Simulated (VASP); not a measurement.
Y:

```xyz
2
Lattice="3.6474 0.0000 0.0000 -1.8237 3.1587 0.0000 0.0000 0.0000 5.7306" Properties=species:S:1:pos:R:3 pbc="T T T"
Y     0.0000    2.1058    1.4326
Y     1.8237    1.0529    4.2980
```

Base run:

* Program: VASP 6.6.1
* Functional: PBE
* Potentials or basis: VASP PAW PBE potentials, release 64 (Y_sv)
* Cutoff: 520 eV
* k mesh: 9 × 9 × 5
* Occupations: fermi-dirac, width 0.08 eV
* Spin: collinear spin
* Starting moments: [0.2, 0.2] μB
* Fixed moment: 0.4 μB

Its results: pressure -0.2 GPa; site moments Y +0.12 μB.

Question: The run is repeated on the same cell with these changes: fixed moment from 0.4 μB to 1.8 μB; moments at the start from [0.2, 0.2] to [0.9, 0.9]. What comes out?

Answer: Pressure 0.4 GPa; site moments Y +0.54 μB.

Caveats: the total moment is fixed, so each spin has its own Fermi level and the state may be an excited one.
